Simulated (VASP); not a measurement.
Wanted: the native input for a VASP 6.6.1 run.

- Task: single point
- Functional: PBEsol
- Potentials or basis: VASP PAW PBE potentials, release 64 (Ti_sv, Al)
- Cutoff: 520 eV
- k mesh: 20 × 20 × 20
- Occupations: gaussian, width 0.15 eV
- Spin: no spin polarisation
- Dipole correction: no
- Further INCAR settings: ALGO = Fast; EDIFF = 1e-06; NBANDS = 14

The structure of TiAl lies in POSCAR:

```
TiAl
1.0
    3.1564740774      0.0000000000      0.0000000000
    0.0000000000      3.1564740774      0.0552382964
    0.0000000000      0.0552382964      3.1564740774
Ti Al
1 1
Direct
    0.0000000000      0.0000000000      0.0000000000
    0.5000000000      0.5000000000      0.5000000000
```

This cell differs from its parent crystal: strain +0.0350 x Voigt [0, 0, 0, 1, 0, 0].

The input as run:

INCAR

```
PREC = Accurate ; ENCUT = 520
EDIFF = 1E-6 ; ISMEAR = 0
SIGMA = 0.15 ; LREAL = F
LASPH = T ; NELM = 100
ALGO = Fast ; ISIF = 2
LWAVE = F ; LCHARG = F
GGA = PS ; NBANDS = 14
```

KPOINTS

```
Automatic mesh
0
Gamma
  20 20 20
```

Potentials or basis: VASP PAW PBE potentials, release 64 (Ti_sv, Al).

Command:

```console
$ cat potpaw_PBE.64/Ti_sv/POTCAR potpaw_PBE.64/Al/POTCAR > POTCAR
$ mpirun -np 1 vasp_std > vasp.out
```

Results of the run:

```yaml
Pressure: 0.2 GPa
```

Caveat: the cell differs from its parent crystal (strain +0.0350 x Voigt [0, 0, 0, 1, 0, 0]); the PAW data sets were made with another functional, which shifts forces and pressure a little.

It took 7 min on 1 thread of Intel Xeon 6975P-C (shared host), peak memory 0.62 GiB.
